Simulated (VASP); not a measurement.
# MgO (Fm-3m) in VASP: a series of runs

Aim: see how the results for MgO move with the level of theory and the settings. Levels: PBE, PBE+D3(BJ). Tasks: single point, relaxation of cell and atoms.

All numbers are computed with VASP 6.6.1; they aren't measurements. Logs are shortened: lines on timing, memory, paths and dates and some standing lists are left out, and cuts for length are marked.

## (1) The cell of the first run

It takes space group Fm-3m (No. 225, cubic). Conventional cell: a = 4.254 Å, b = 4.254 Å, c = 4.254 Å, α = 90.00°, β = 90.00°, γ = 90.00°. Within 2.8 Å of Mg (site symmetry m-3m) lie 6 O at 2.13 Å. Within 2.8 Å of O (site symmetry m-3m) lie 6 Mg at 2.13 Å.

## (2) Single point, PBE

INCAR

```
PREC = Accurate
ENCUT = 520
EDIFF = 1E-7
ISMEAR = 0
SIGMA = 0.02
LREAL = False
LASPH = True
NELM = 60
ALGO = Normal
ISIF = 2
LWAVE = False
LCHARG = False
GGA = PE
NBANDS = 11
```

KPOINTS

```
Automatic mesh
0
Gamma
  10 10 10
```

POSCAR

```
MgO
1.0
    0.0000000000      2.1267948276      2.1267948276
    2.1267948276      0.0000000000      2.1267948276
    2.1267948276      2.1267948276      0.0000000000
Mg O
1 1
Direct
    0.0000000000      0.0000000000      0.0000000000
    0.5000000000      0.5000000000      0.5000000000
```

Potentials or basis: VASP PAW PBE potentials, release 64 (Mg, O).

Command:

```bash
> cat potpaw_PBE.64/Mg/POTCAR potpaw_PBE.64/O/POTCAR > POTCAR
> mpirun -np 1 vasp_std > vasp.out
```

OUTCAR:

```text
PREC = Accurate
   ENCUT = 520
   EDIFF = 1E-7
   ISMEAR = 0
   LREAL = False
   LASPH = True
   NELM = 60
   ISIF = 2
   GGA = PE

 ion  position               nearest neighbor table
   1  0.000  0.000  0.000-   2 2.13   2 2.13   2 2.13   2 2.13   2 2.13   2 2.13
   2  0.500  0.500  0.500-   1 2.13   1 2.13   1 2.13   1 2.13   1 2.13   1 2.13

  LATTYP: Found a face centered cubic cell.
 ALAT       =     4.2535896552

  Lattice vectors:

 A1 = (   0.0000000000,   2.1267948276,   2.1267948276)
 A2 = (   2.1267948276,   0.0000000000,   2.1267948276)
 A3 = (   2.1267948276,   2.1267948276,   0.0000000000)

Analysis of symmetry for initial positions (statically):
=====================================================================
 Subroutine PRICEL returns:
 Original cell was already a primitive cell.

 Routine SETGRP: Setting up the symmetry group for a
 face centered cubic supercell.

 Subroutine GETGRP returns: Found 48 space group operations
 (whereof 48 operations were pure point group operations)
 out of a pool of 48 trial point group operations.

The static configuration has the point symmetry O_h .

Analysis of symmetry for dynamics (positions and initial velocities):
=====================================================================
 Subroutine PRICEL returns:
 Original cell was already a primitive cell.

 Routine SETGRP: Setting up the symmetry group for a
 face centered cubic supercell.

 Subroutine GETGRP returns: Found 48 space group operations
 (whereof 48 operations were pure point group operations)
 out of a pool of 48 trial point group operations.

The dynamic configuration has the point symmetry O_h .

 Subroutine INISYM returns: Found 48 space group operations
 (whereof 48 operations are pure point group operations),
 and found     1 'primitive' translations

----------------------------------------------------------------------------------------

                                     Primitive cell

  volume of cell :      19.2401

  direct lattice vectors                    reciprocal lattice vectors
     0.000000000  2.126794828  2.126794828    -0.235095550  0.235095550  0.235095550
     2.126794828  0.000000000  2.126794828     0.235095550 -0.235095550  0.235095550
     2.126794828  2.126794828  0.000000000     0.235095550  0.235095550 -0.235095550

  length of vectors
     3.007742090  3.007742090  3.007742090     0.407197437  0.407197437  0.407197437

  position of ions in fractional coordinates (direct lattice)
     0.000000000  0.000000000  0.000000000
[... 82 lines left out ...]
   IBRION =     -1    ionic relax: 0-MD 1-quasi-New 2-CG
   NFREE  =      0    steps in history (QN), initial steepest desc. (CG)
   ISIF   =      2    stress and relaxation
   ISYM   =      2    0-nonsym 1-usesym 2-fastsym
   POTIM  = 0.5000    time-step for ionic-motion
   TEBEG  =    0.0;   TEEND  =   0.0 temperature during run
   PSTRESS=    0.0 pullay stress
   NELECT =       8.0000    total number of electrons
   NUPDOWN=      -1.0000    fix difference up-down
   EMIN   =  10.00;   EMAX   =-10.00  energy-range for DOS
   EFERMI =   0.00;   METHOD = LEGACY
   ISMEAR =     0;   SIGMA  =   0.02  broadening in eV -4-tet -1-fermi 0-gaus
   EFERMI_NEDOS =   21; number of points for ismear=-14 and -15
   IALGO  =     38    algorithm
   IMIX   =      4    mixing-type and parameters
     AMIX     =   0.40;   BMIX     =  1.00
     AMIX_MAG =   1.60;   BMIX_MAG =  1.00
  volume/ion in A,a.u.               =       9.62        64.92
  Fermi-wavevector in a.u.,A,eV,Ry     =   1.221901  2.309057 20.314059  1.493041
  Thomas-Fermi vector in A             =   2.357067
   LORBIT       =      0    0 simple, 1 ext, 2 COOP (PROOUT), +10 PAW based schemes
   GGA     = PE    functional components
   LHFCALC =     F    Hartree Fock is set to
   AEXX    =    0.0000 exact exchange contribution
   IVDW    =     0    specifies the selected vdW correction
   LEPSILON=     F    determine dielectric tensor
   LRPA    =     F    only Hartree local field effects (RPA)
 non-spin polarized calculation
 Gauss-broadening in eV      SIGMA  =   0.02
  energy-cutoff  :      520.00
  volume of cell :       19.24
 maximum number of plane-waves:       534
 NGX is ok and might be reduce to    24

 number of electron       8.0000004 magnetization

 Free energy of the ion-electron system (eV)
  ---------------------------------------------------
  ext. energy  EPLUGINS =         0.00000000
  ---------------------------------------------------
  free energy    TOTEN  =       -11.91169413 eV

  energy without entropy =      -11.91169413  energy(sigma->0) =      -11.91169413

 E-fermi :   3.1445     XC(G=0): -10.9401

 val. band max:        2.9694263011   @ k =   0.0000   0.0000   0.0000
 cond. band min:       7.4148067722   @ k =   0.0000   0.0000   0.0000
 fundamental gap:      4.4453804711
 Fermi energy:         3.1445017242

 k-point     1 :       0.0000    0.0000    0.0000
  band No.  band energies     occupation
      1     -14.1457      2.00000
      2       2.9694      2.00000
      3       2.9694      2.00000
      4       2.9694      2.00000
      5       7.4148      0.00000
      6      18.6022      0.00000
      7      18.6022      0.00000
      8      18.6022      0.00000
      9      22.4421      0.00000
     10      24.1825      0.00000
     11      24.1825      0.00000
[... 309 lines left out ...]
 k-point    24 :       0.4000    0.3000    0.0000
  band No.  band energies     occupation
      1     -12.9739      2.00000
      2      -0.5106      2.00000
      3       1.7087      2.00000
      4       1.9200      2.00000
      5      12.2542      0.00000
      6      13.0537      0.00000
      7      16.2601      0.00000
      8      20.7631      0.00000
      9      20.9646      0.00000
     10      27.4955      0.00000
     11      29.3612      0.00000

 [... further k-points ...]
[... 5 lines left out ...]
  --------------------------------------------------------------------------------------
  -------------------------------------------------------------------------------------
  Total       -0.0852492     -0.0852492     -0.0852492      0.0000000      0.0000000      0.0000000
  in kB       -7.0989510     -7.0989510     -7.0989510      0.0000000      0.0000000      0.0000000
  external PRESSURE =      -7.0989510 kB  Pullay stress =       0.0000000 kB

 VOLUME and BASIS-vectors are now :
 -----------------------------------------------------------------------------
  energy-cutoff  :      520.00
  volume of cell :       19.24
      direct lattice vectors                 reciprocal lattice vectors
     0.000000000  2.126794828  2.126794828    -0.235095550  0.235095550  0.235095550
     2.126794828  0.000000000  2.126794828     0.235095550 -0.235095550  0.235095550
     2.126794828  2.126794828  0.000000000     0.235095550  0.235095550 -0.235095550

 POSITION                                       TOTAL-FORCE (eV/Angst)
 -----------------------------------------------------------------------------------
      0.00000      0.00000      0.00000         0.000000      0.000000      0.000000
      2.12679      2.12679      2.12679        -0.000000     -0.000000     -0.000000
 -----------------------------------------------------------------------------------
    total drift:                               -0.000000     -0.000000      0.000000

  FREE ENERGIE OF THE ION-ELECTRON SYSTEM (eV)
  ---------------------------------------------------
  free  energy   TOTEN  =       -11.9116941339 eV

  energy  without entropy=      -11.9116941339  energy(sigma->0) =      -11.91169413
```

OSZICAR:

```text
N       E                     dE             d eps       ncg     rms          rms(c)
DAV:   1     0.154850916924E+02    0.15485E+02   -0.45285E+03  1178   0.638E+02
DAV:   2    -0.127642106431E+02   -0.28249E+02   -0.26952E+02  1208   0.136E+02
DAV:   3    -0.134664971370E+02   -0.70229E+00   -0.70151E+00  1234   0.187E+01
DAV:   4    -0.134683899754E+02   -0.18928E-02   -0.18928E-02  1118   0.109E+00
DAV:   5    -0.134683957548E+02   -0.57794E-05   -0.57794E-05  1220   0.606E-02    0.719E+00
DAV:   6    -0.119309761624E+02    0.15374E+01   -0.89987E+00  1073   0.163E+01    0.227E+00
DAV:   7    -0.119177291543E+02    0.13247E-01   -0.61593E-02  1118   0.217E+00    0.135E+00
DAV:   8    -0.119121360956E+02    0.55931E-02   -0.30038E-02  1091   0.193E+00    0.251E-01
DAV:   9    -0.119117149865E+02    0.42111E-03   -0.62624E-04  1169   0.175E-01    0.141E-01
DAV:  10    -0.119116919661E+02    0.23020E-04   -0.54008E-04  1142   0.172E-01    0.827E-03
DAV:  11    -0.119116942992E+02   -0.23332E-05   -0.31690E-06  1187   0.142E-02    0.597E-03
DAV:  12    -0.119116941457E+02    0.15355E-06   -0.70568E-07  1154   0.625E-03    0.617E-04
DAV:  13    -0.119116941339E+02    0.11790E-07   -0.68497E-08   610   0.149E-03
   1 F= -.11911694E+02 E0= -.11911694E+02  d E =-.177857E-37
```

It took 9.8 s on 1 thread of AMD EPYC 7R43 (Zen 3), shared host; peak memory 0.11 GiB.

What came out:

| Property | Result |
| --- | --- |
| Free energy | -11.9117 eV |
| Pressure | -0.7 GPa |
| Band gap on the k mesh | 4.45 eV, direct |

## (3) Relaxation of cell and atoms, PBE

This run uses another cell than the first one, of 9.22 Å³/atom, 0.959 times its volume.

INCAR

```
SYSTEM = MgO
PREC = Accurate
ENCUT = 600
EDIFF = 1E-6
ISMEAR = 0
SIGMA = 0.02
LREAL = .FALSE.
LASPH = .TRUE.
NELM = 80
ALGO = Normal
ISIF = 3
LWAVE = .FALSE.
LCHARG = .FALSE.
GGA = PE
IBRION = 2
NSW = 100
EDIFFG = -0.005
```

KPOINTS

```
regular mesh
0
G
  10 10 10
  0 0 0
```

POSCAR

```
MgO
1.0
    0.0000000000      2.0970013927      2.0970013927
    2.0970013927      0.0000000000      2.0970013927
    2.0970013927      2.0970013927      0.0000000000
Mg O
1 1
Direct
    0.0000000000      0.0000000000      0.0000000000
    0.5000000000      0.5000000000      0.5000000000
```

Potentials or basis: VASP PAW PBE potentials, release 64 (Mg, O).

Command:

```bash
> cat potpaw_PBE.64/Mg/POTCAR potpaw_PBE.64/O/POTCAR > POTCAR
> mpirun -np 1 vasp_std > vasp.out
```

Run time: 15 s. Hardware: 1 thread of AMD EPYC 7R43 (Zen 3), shared host; peak memory 0.11 GiB.

The run converged. Its results:

```yaml
Free_energy: -11.9134 eV
Relaxed_volume: 9.56 Å³/atom
Relaxed_cell: a = 3.002 Å, b = 3.002 Å, c = 3.002 Å, α = 60.00°, β = 60.00°, γ = 60.00°
Space_group_after_relaxing_to_0.05_Å: Fm-3m (No. 225)
Energy_gained_by_relaxing: 6.1 meV/atom
Ionic_steps: 3
Pressure_after_relaxing: 0.0 GPa
Band_gap_on_the_k_mesh: 4.50 eV, direct
```

The path:
```csv
step,energy change (eV),largest force (eV/Å),pressure (GPa),volume (Å³)
1,0.0000,0.0000,5.90,18.44
2,-0.0108,0.0000,-1.82,19.36
3,-0.0122,0.0000,0.00,19.13
```

Final structure:
```yaml
crystal:
  lattice:
    - [0.00000, 2.12256, 2.12256]
    - [2.12256, 0.00000, 2.12256]
    - [2.12256, 2.12256, 0.00000]
  atoms:
    - { symbol: Mg, position: [0.00000, 0.00000, 0.00000] }
    - { symbol: O, position: [0.50000, 0.50000, 0.50000] }
```

Levels at points of the mesh, in eV from the valence-band top:
```tsv
k point	band 2	band 3	band 4	band 5	band 6	band 7
(0.00, 0.00, 0.00)	0.00	0.00	0.00	4.50	15.67	15.67
(0.50, 0.00, 0.00)	-4.51	-0.63	-0.63	7.75	12.34	16.07
(0.50, 0.50, 0.00)	-3.99	-1.32	-1.32	9.09	9.72	12.85
```

## (4) Single point, PBE

This run uses another cell than the first one: it holds 8 atoms, not 2.

INCAR

```
  ALGO = Normal
  EDIFF = 1E-7
  ENCUT = 520
  GGA = PE
  ISIF = 2
  ISMEAR = 0
  LASPH = T
  LCHARG = F
  LREAL = F
  LWAVE = F
  NBANDS = 26
  NELM = 100
  PREC = Accurate
  SIGMA = 0.01
```

KPOINTS

```
k-points
0
Gamma
  3 3 3
```

POSCAR

```
MgO
1.0
    4.2535896556      0.0000000000      0.0000000000
    0.0000000000      4.2535896556      0.0000000000
    0.0000000000      0.0000000000      4.2535896556
Mg O
4 4
Direct
    0.0000000000      0.5000000000      0.5000000000
    0.5000000000      0.0000000000      0.5000000000
    0.5000000000      0.5000000000      0.0000000000
    0.0000000000      0.0000000000      0.0000000000
    0.5000000000      0.5000000000      0.5000000000
    0.0000000000      0.0000000000      0.5000000000
    0.0000000000      0.5000000000      0.0000000000
    0.5000000000      0.0000000000      0.0000000000
```

Command:

```bash
> cat potpaw_PBE.64/Mg/POTCAR potpaw_PBE.64/O/POTCAR > POTCAR
> mpirun -np 1 vasp_std > vasp.out
```

Run time: 10 s. Hardware: 1 thread of Intel Xeon Platinum 8375C at 2.90GHz (Ice Lake), shared host; peak memory 0.17 GiB.

Results (log left out):

* Free energy: -47.6431 eV
* Pressure: -0.7 GPa
* Band gap on the k mesh: 4.44 eV

Levels at points of the mesh, in eV from the valence-band top:
```csv
k point,band 14,band 15,band 16,band 17,band 18,band 19
"(0.00, 0.00, 0.00)",0.00,0.00,0.00,4.44,9.08,9.08
```

Caveat: the k points lie up to 0.49 Å⁻¹ apart. Expect the measured gap to be larger: semilocal functionals such as PBE lack the derivative discontinuity.

## (5) Single point, PBE+D3(BJ)

This run uses another cell than the first one, of 9.83 Å³/atom, 1.022 times its volume.

INCAR

```
SYSTEM = MgO
PREC     = Accurate       ! precision mode
ENCUT    = 600            ! plane-wave cutoff, eV
EDIFF    = 1E-6           ! SCF threshold, eV
ISMEAR   = 0              ! smearing method
SIGMA    = 0.02           ! smearing width, eV
LREAL    = .FALSE.        ! projectors in reciprocal space
LASPH    = .TRUE.         ! aspherical terms in the spheres
NELM     = 120            ! most SCF steps
ALGO     = Normal         ! electronic algorithm
ISIF     = 2              ! what is computed and relaxed
LWAVE    = .FALSE.        ! write WAVECAR
LCHARG   = .FALSE.        ! write CHGCAR
GGA      = PE             ! functional
IVDW     = 12             ! dispersion correction
NBANDS   = 11             ! bands
GGA_COMPAT= .FALSE.
```

KPOINTS

```
Automatic mesh
0
G
  10 10 10
  0 0 0
```

POSCAR

```
MgO
1.0
    0.0000000000      2.1420908079      2.1420908079
    2.1420908079      0.0000000000      2.1420908079
    2.1420908079      2.1420908079      0.0000000000
Mg O
1 1
Direct
    0.0000000000      0.0000000000      0.0000000000
    0.5000000000      0.5000000000      0.5000000000
```

Command:

```bash
> cat potpaw_PBE.64/Mg/POTCAR potpaw_PBE.64/O/POTCAR > POTCAR
> mpirun -np 1 vasp_std > vasp.out
```

It used 14 s of CPU time on 1 thread of AMD EPYC 7R13 Processor (Zen 3), on a shared host.

Results (log left out):

| Property | Result |
| --- | --- |
| Free energy | -12.4656 eV |
| Pressure | -8.7 GPa |
| Band gap on the k mesh | 4.25 eV, direct |
| Dispersion energy per atom | -0.278 eV |

Levels at points of the mesh, in eV from the valence-band top:
```csv
k point,band 1,band 2,band 3,band 4,band 5,band 6,band 7,band 8
"(0.00, 0.00, 0.00)",-17.01,0.00,0.00,0.00,4.25,15.51,15.51,15.51
"(0.50, 0.00, 0.00)",-15.85,-4.40,-0.60,-0.60,7.58,12.03,15.79,15.79
"(0.50, 0.50, 0.00)",-15.61,-3.88,-1.28,-1.28,9.06,9.43,12.57,18.21
```

As with any semilocal functional, this PBE gap is likely too small.

## (6) The runs side by side

| task | level | cell | k mesh | cutoff (eV) | smearing | gap on the mesh (eV) | pressure (GPa) |
| --- | --- | --- | --- | --- | --- | --- | --- |
| single point | PBE | a = 3.008 Å, angles 60.0°, 2 atoms | 10 × 10 × 10 | 520 | gaussian 0.02 eV | 4.45 | -0.7 |
| relaxation of cell and atoms | PBE | relaxed from a = 2.966 Å, angles 60.0°, 2 atoms | 10 × 10 × 10 | 600 | gaussian 0.02 eV | 4.50 | 0.0 |
| single point | PBE | a = 4.254 Å, 8 atoms | 3 × 3 × 3 | 520 | gaussian 0.01 eV | 4.44 | -0.7 |
| single point | PBE+D3(BJ) | a = 3.029 Å, angles 60.0°, 2 atoms | 10 × 10 × 10 | 600 | gaussian 0.02 eV | 4.25 | -8.7 |

Alike in all rows: potentials or basis VASP PAW PBE potentials, release 64 (Mg, O); no spin polarisation.

Caveats: some runs use coarse meshes.

Total energies depend on the potentials used, so only differences within one code and one set of settings carry meaning.
